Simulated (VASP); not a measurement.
Here is a VASP 6.6.1 calculation.

The input INCAR:

```
SYSTEM = BN
ALGO = Normal ; EDIFF = 1E-6
ENCUT = 520 ; GGA = PE
ISIF = 2 ; ISMEAR = 0
LASPH = .True. ; LCHARG = .False.
LREAL = .False. ; LWAVE = .False.
NBANDS = 16 ; NELM = 60
PREC = Accurate ; SIGMA = 0.05
```

The input KPOINTS:

```
k-points
0
Gamma
  12 12 6
  0 0 0
```

File POSCAR:

```
BN
1.0
    2.5539396017      0.0000000000      0.0000000000
   -1.2769698009      2.2117765748      0.0000000000
    0.0000000000      0.0000000000      4.2268550000
B N
2 2
Direct
    0.6158025779      0.2316051558      0.9997240000
    0.3333333333      0.6666666667      0.4997240000
    0.6666666667      0.3333333333      0.6252760000
    0.3333333333      0.6666666667      0.1252760000
```

Potentials or basis: VASP PAW PBE potentials, release 64 (B, N).

The run is started by

```sh
$ cat potpaw_PBE.64/B/POTCAR potpaw_PBE.64/N/POTCAR > POTCAR
$ mpirun -np 1 vasp_std > vasp.out
```

Question: Estimate the largest force.

Answer: 7.527 eV/Å.

Question: Predict the band gap on the k mesh.

Answer: 4.21 eV, indirect (least direct gap 6.56 eV).

Question: Predict the pressure.

Answer: 9.8 GPa.

Forces in eV/Å, atoms in the order of the input:
```
B    0.000  7.354 -1.606
B    0.000 -0.051 -0.044
N    0.000 -1.059  0.058
N    0.000 -6.244  1.592
```

Caveat: the cell differs from its parent crystal (atom 1 (B) moved by (-0.225, +0.000) A along y and z); forces of over 1 eV/Å act on the atoms, so gaps and moduli don't describe the material at rest. A k mesh can miss the band edges.
